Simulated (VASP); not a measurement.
# CH4 in VASP: single point with r2SCAN

Aim: the single point of CH4 with r2SCAN.

Program: VASP 6.6.1. These are calculated values, not measurements. Logs are shortened: lines on timing, memory, paths and dates and some standing lists are left out, and cuts for length are marked.

### 1 The cell of the first run

The cell holds a molecule in a box, 5 atoms: a = 12.000 Å, b = 12.000 Å, c = 12.000 Å, α = 90.00°, β = 90.00°, γ = 90.00°.

### 2 Single point, r2SCAN

The input, POSCAR:

```
H4C
1.0
   12.0000000000      0.0000000000      0.0000000000
    0.0000000000     12.0000000000      0.0000000000
    0.0000000000      0.0000000000     12.0000000000
C H
1 4
Direct
    0.4985080749      0.4975890657      0.4960069146
    0.4430864519      0.4550282021      0.4372947343
    0.5569217569      0.4373150311      0.5318540642
    0.4489575840      0.5353156627      0.5627271303
    0.5450666890      0.5626983566      0.4521527183
```

The input, INCAR.step1:

```
  PREC = Accurate
  ENCUT = 1060
  ISMEAR = 0
  SIGMA = 0.01
  LREAL = False
  LASPH = True
  NELM = 120
  NBANDS = 12
  GGA = PE
  ALGO = Normal
  EDIFF = 1E-5
  LWAVE = True
  LCHARG = False
  GGA_COMPAT = False
  NELMDL = -8
```

The input, INCAR.step2:

```
  PREC = Accurate
  ENCUT = 1060
  EDIFF = 1E-6
  ISMEAR = 0
  SIGMA = 0.01
  LREAL = False
  LASPH = True
  NELM = 120
  ALGO = Normal
  ISIF = 2
  LWAVE = False
  LCHARG = False
  METAGGA = R2SCAN
  LMIXTAU = True
  NBANDS = 12
  ISTART = 1
  GGA_COMPAT = False
```

The input, KPOINTS:

```
regular mesh
0
Gamma
  1 1 1
```

Potentials or basis: VASP PAW PBE potentials, release 64 (C_h, H_h).

The run is started by

```console
$ cat potpaw_PBE.64/C_h/POTCAR potpaw_PBE.64/H_h/POTCAR > POTCAR
$ cp INCAR.step1 INCAR
$ mpirun -np 1 vasp_gam > vasp.out
$ cp INCAR.step2 INCAR
$ mpirun -np 1 vasp_gam > vasp.out
```

OUTCAR:

```text
PREC = Accurate
   ENCUT = 1060
   EDIFF = 1E-6
   ISMEAR = 0
   LREAL = False
   LASPH = True
   NELM = 120
   ISIF = 2
   METAGGA = R2SCAN
   ISTART = 1

 ion  position               nearest neighbor table
   1  0.499  0.498  0.496-   2 1.10   5 1.10   4 1.10   3 1.10
   2  0.443  0.455  0.437-   1 1.10
   3  0.557  0.437  0.532-   1 1.10
   4  0.449  0.535  0.563-   1 1.10
   5  0.545  0.563  0.452-   1 1.10

  LATTYP: Found a simple cubic cell.
 ALAT       =    12.0000000000

  Lattice vectors:

 A1 = (  12.0000000000,   0.0000000000,   0.0000000000)
 A2 = (   0.0000000000,  12.0000000000,   0.0000000000)
 A3 = (   0.0000000000,   0.0000000000,  12.0000000000)

Analysis of symmetry for initial positions (statically):
=====================================================================
 Subroutine PRICEL returns:
 Original cell was already a primitive cell.

 Routine SETGRP: Setting up the symmetry group for a
 simple cubic supercell.

 Subroutine GETGRP returns: Found  1 space group operations
 (whereof  1 operations were pure point group operations)
 out of a pool of 48 trial point group operations.

The static configuration has the point symmetry C_1 .

Analysis of symmetry for dynamics (positions and initial velocities):
=====================================================================
 Subroutine PRICEL returns:
 Original cell was already a primitive cell.

 Routine SETGRP: Setting up the symmetry group for a
 simple cubic supercell.

 Subroutine GETGRP returns: Found  1 space group operations
 (whereof  1 operations were pure point group operations)
 out of a pool of 48 trial point group operations.

The dynamic configuration has the point symmetry C_1 .

 Subroutine INISYM returns: Found  1 space group operations
 (whereof  1 operations are pure point group operations),
 and found     1 'primitive' translations

----------------------------------------------------------------------------------------

                                     Primitive cell

  volume of cell :    1728.0000

  direct lattice vectors                    reciprocal lattice vectors
    12.000000000  0.000000000  0.000000000     0.083333333  0.000000000  0.000000000
     0.000000000 12.000000000  0.000000000     0.000000000  0.083333333  0.000000000
     0.000000000  0.000000000 12.000000000     0.000000000  0.000000000  0.083333333

  length of vectors
    12.000000000 12.000000000 12.000000000     0.083333333  0.083333333  0.083333333

  position of ions in fractional coordinates (direct lattice)
     0.498508075  0.497589066  0.496006915
     0.443086452  0.455028202  0.437294734
     0.556921757  0.437315031  0.531854064
     0.448957584  0.535315663  0.562727130
     0.545066689  0.562698357  0.452152718

  ion indices of the primitive-cell ions
   primitive index   ion index
                 1           1
                 2           2
                 3           3
                 4           4
                 5           5

----------------------------------------------------------------------------------------

 KPOINTS: regular mesh

Automatic generation of k-mesh.
 Grid dimensions read from file:
 generate k-points for:    1    1    1

 Generating k-lattice:

  Cartesian coordinates                     Fractional coordinates (reciprocal lattice)
     0.083333333  0.000000000  0.000000000     1.000000000  0.000000000  0.000000000
     0.000000000  0.083333333  0.000000000     0.000000000  1.000000000  0.000000000
     0.000000000  0.000000000  0.083333333     0.000000000  0.000000000  1.000000000

  Length of vectors
     0.083333333  0.083333333  0.083333333

  Shift w.r.t. Gamma in fractional coordinates (k-lattice)
     0.000000000  0.000000000  0.000000000

 Subroutine IBZKPT returns following result:
 ===========================================

 Found      1 irreducible k-points:

 Following reciprocal coordinates:
            Coordinates               Weight
  0.000000  0.000000  0.000000      1.000000
   k-points           NKPTS =      1   k-points in BZ     NKDIM =      1   number of bands    NBANDS=     12
   number of dos      NEDOS =    301   number of ions     NIONS =      5
   total plane-waves  NPLWV = ******
   dimension x,y,z NGX =   128 NGY =  128 NGZ =  128
   dimension x,y,z NGXF=   256 NGYF=  256 NGZF=  256
   ions per type =               1   4
   NGX,Y,Z   is equivalent  to a cutoff of  17.73, 17.73, 17.73 a.u.
   NGXF,Y,Z  is equivalent  to a cutoff of  35.47, 35.47, 35.47 a.u.
 SYSTEM =  unknown system
   PREC   = accura    normal or accurate (medium, high low for compatibility)
   ISTART =      1    job   : 0-new  1-cont  2-samecut
   ICHARG =      0    charge: 1-file 2-atom 10-const
   ISPIN  =      1    spin polarized calculation?
   LNONCOLLINEAR =      F non collinear calculations
   LSORBIT =      F    spin-orbit coupling
   LASPH  =      T    aspherical Exc in radial PAW
   ENCUT  = 1060.0 eV  77.91 Ry    8.83 a.u.  31.86 31.86 31.86*2*pi/ulx,y,z
   NELM   =    120;   NELMIN=  2; NELMDL=  0     # of ELM steps
   EDIFF  = 0.1E-05   stopping-criterion for ELM
   LREAL  =      F    real-space projection
   EDIFFG = 0.1E-04   stopping-criterion for IOM
   NSW    =      0    number of steps for IOM
   IBRION =     -1    ionic relax: 0-MD 1-quasi-New 2-CG
   NFREE  =      0    steps in history (QN), initial steepest desc. (CG)
   ISIF   =      2    stress and relaxation
   ISYM   =      2    0-nonsym 1-usesym 2-fastsym
   POTIM  = 0.5000    time-step for ionic-motion
   TEBEG  =    0.0;   TEEND  =   0.0 temperature during run
   PSTRESS=    0.0 pullay stress
   NELECT =       8.0000    total number of electrons
   NUPDOWN=      -1.0000    fix difference up-down
   EMIN   =  10.00;   EMAX   =-10.00  energy-range for DOS
   EFERMI =   0.00;   METHOD = LEGACY
   ISMEAR =     0;   SIGMA  =   0.01  broadening in eV -4-tet -1-fermi 0-gaus
   EFERMI_NEDOS =   21; number of points for ismear=-14 and -15
   IALGO  =     38    algorithm
   IMIX   =      4    mixing-type and parameters
     AMIX     =   0.40;   BMIX     =  1.00
     AMIX_MAG =   1.60;   BMIX_MAG =  1.00
  volume/ion in A,a.u.               =     345.60      2332.22
  Fermi-wavevector in a.u.,A,eV,Ry     =   0.272850  0.515611  1.012913  0.074447
  Thomas-Fermi vector in A             =   1.113822
   LORBIT       =      0    0 simple, 1 ext, 2 COOP (PROOUT), +10 PAW based schemes
   METAGGA = R2SCAN    functional components
   LHFCALC =     F    Hartree Fock is set to
   AEXX    =    0.0000 exact exchange contribution
   IVDW    =     0    specifies the selected vdW correction
   LEPSILON=     F    determine dielectric tensor
   LRPA    =     F    only Hartree local field effects (RPA)
 non-spin polarized calculation
 Gauss-broadening in eV      SIGMA  =   0.01
  energy-cutoff  :     1060.00
  volume of cell :     1728.00
 maximum number of plane-waves:     67702
 NGX is ok and might be reduce to   126
   NGX = 63   NGY = 63   NGZ = 63

 number of electron       8.0000000 magnetization

 Free energy of the ion-electron system (eV)
  ---------------------------------------------------
  ext. energy  EPLUGINS =         0.00000000
  ---------------------------------------------------
  free energy    TOTEN  =       -25.03305502 eV

  energy without entropy =      -25.03305502  energy(sigma->0) =      -25.03305502

 E-fermi :  -9.6498     XC(G=0):  -0.2332

 val. band max:       -9.7102478359   @ k =   0.0000   0.0000   0.0000
 cond. band min:      -0.0157189738   @ k =   0.0000   0.0000   0.0000
 fundamental gap:      9.6945288621
 Fermi energy:        -9.6497563594

 k-point     1 :       0.0000    0.0000    0.0000
  band No.  band energies     occupation
      1     -17.8637      2.00000
      2      -9.7104      2.00000
      3      -9.7103      2.00000
      4      -9.7102      2.00000
      5      -0.0157      0.00000
      6       0.9324      0.00000
      7       1.0834      0.00000
      8       1.0850      0.00000
      9       1.0854      0.00000
     10       1.0896      0.00000
     11       1.0901      0.00000
     12       2.0289      0.00000

------------------------ aborting loop because EDIFF is reached ----------------------------------------

  FORCE on cell =-STRESS in cart. coord.  units (eV):
  Direction    XX          YY          ZZ          XY          YZ          ZX
  --------------------------------------------------------------------------------------
  -------------------------------------------------------------------------------------
  Total       -0.4039603     -0.4042117     -0.4042062      0.0000279     -0.0000131     -0.0000257
  in kB       -0.3745463     -0.3747795     -0.3747743      0.0000258     -0.0000121     -0.0000238
  external PRESSURE =      -0.3747000 kB  Pullay stress =       0.0000000 kB

 VOLUME and BASIS-vectors are now :
 -----------------------------------------------------------------------------
  energy-cutoff  :     1060.00
  volume of cell :     1728.00
      direct lattice vectors                 reciprocal lattice vectors
    12.000000000  0.000000000  0.000000000     0.083333333  0.000000000  0.000000000
     0.000000000 12.000000000  0.000000000     0.000000000  0.083333333  0.000000000
     0.000000000  0.000000000 12.000000000     0.000000000  0.000000000  0.083333333

 POSITION                                       TOTAL-FORCE (eV/Angst)
 -----------------------------------------------------------------------------------
      5.98210      5.97107      5.95208         0.000051     -0.000049      0.000154
      5.31704      5.46034      5.24754         0.158680      0.121884      0.168190
      6.68306      5.24778      6.38225        -0.167315      0.172732     -0.102755
      5.38749      6.42379      6.75273         0.141898     -0.108071     -0.191186
      6.54080      6.75238      5.42583        -0.133314     -0.186496      0.125598
 -----------------------------------------------------------------------------------
    total drift:                                0.000077     -0.000134      0.000125

  FREE ENERGIE OF THE ION-ELECTRON SYSTEM (eV)
  ---------------------------------------------------
  free  energy   TOTEN  =       -25.0330550178 eV

  energy  without entropy=      -25.0330550178  energy(sigma->0) =      -25.03305502
```

Run time: 15 min. Hardware: 1 thread of Intel Xeon Platinum 8488C (Sapphire Rapids), shared host; peak memory 3.4 GiB.

Results:

| Item | Value |
| --- | --- |
| Free energy | -25.0331 eV |
| Largest force | 0.262 eV/Å |
| Gap between the frontier levels | 9.69 eV |

Forces on the atoms (eV/Å):
```
C    0.000  0.000  0.000
H    0.159  0.122  0.168
H   -0.167  0.173 -0.103
H    0.142 -0.108 -0.191
H   -0.133 -0.186  0.126
```

Caveat: the PAW data sets were made with another functional, which shifts forces and pressure a little.
